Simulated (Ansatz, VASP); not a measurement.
## CoO: VASP beside Ansatz

The input POSCAR:

```
CoO
1.0
    0.0000000000      2.2712396106      2.2712396106
    2.2712396106      0.0000000000      2.2712396106
    2.2712396106      2.2712396106      0.0000000000
Co O
1 1
Direct
    0.0000000000      0.0000000000      0.0000000000
    0.2500000000      0.2500000000      0.2500000000
```

File INCAR.step1:

```
PREC     = Accurate       # precision mode
ENCUT    = 520            # plane-wave cutoff, eV
ISMEAR   = 0              # smearing method
SIGMA    = 0.02           # smearing width, eV
LREAL    = False          # projectors in reciprocal space
LASPH    = True           # aspherical terms in the spheres
NELM     = 60             # most SCF steps
NBANDS   = 14             # bands
GGA      = PE             # functional
ALGO     = Normal         # electronic algorithm
EDIFF    = 1E-4           # SCF threshold, eV
LWAVE    = True           # write WAVECAR
LCHARG   = False          # write CHGCAR
```

INCAR.step2

```
PREC     = Accurate       # precision mode
ENCUT    = 520            # plane-wave cutoff, eV
EDIFF    = 1E-6           # SCF threshold, eV
ISMEAR   = 0              # smearing method
SIGMA    = 0.02           # smearing width, eV
LREAL    = False          # projectors in reciprocal space
LASPH    = True           # aspherical terms in the spheres
NELM     = 60             # most SCF steps
ALGO     = Normal         # electronic algorithm
ISIF     = 2              # what is computed and relaxed
LWAVE    = False          # write WAVECAR
LCHARG   = False          # write CHGCAR
METAGGA  = R2SCAN         # meta-GGA
LMIXTAU  = True         
NBANDS   = 14             # bands
ISTART   = 1
```

KPOINTS

```
regular mesh
0
Gamma
  14 14 14
```

Input for Ansatz:

```yaml
crystal:
  lattice:
    - [0.0, 2.2712396154, 2.2712396154]
    - [2.2712396154, 0.0, 2.2712396154]
    - [2.2712396154, 2.2712396154, 0.0]
  atoms:
    - { symbol: Co, position: [0.0, 0.0, 0.0] }
    - { symbol: O, position: [0.25, 0.25, 0.25] }
basis:
  ecutwfc: 500
kpoints:
  mp_grid: { grid: [14, 14, 14] }
hamiltonian:
  xc: r2scan
scf:
  occupations: { method: gaussian, width: 0.02 }
output:
  forces: true
  stress: true
  eigenvalues: true
```

Alike in both runs: task single point; functional r2SCAN; k mesh 14 × 14 × 14; occupations gaussian, width 0.02 eV; no spin polarisation.

|  | VASP | Ansatz |
| --- | --- | --- |
| version | VASP 6.6.1 | Ansatz 0.2.0 |
| potentials or method | VASP PAW PBE potentials, release 64 (Co, O), cutoff 520 eV | scalar-relativistic, plane waves, PAW |
| valence electrons in the cell | 15 | 23 |

```tsv
	VASP	Ansatz	Ansatz less VASP
gap on the k mesh at the Fermi level (eV)	none	none	-
pressure (GPa)	-22.3	-22.5	-0.15
```

VASP's potentials were made for PBE, not for r2SCAN. A gap of «none» marks a metal or a gap that the smearing closes. The functional is the same, so the differences come from potentials, cutoffs and numerics. VASP's potentials hold 15 valence electrons a cell and Ansatz's 23, so a difference there can come from the potentials and not from the codes.
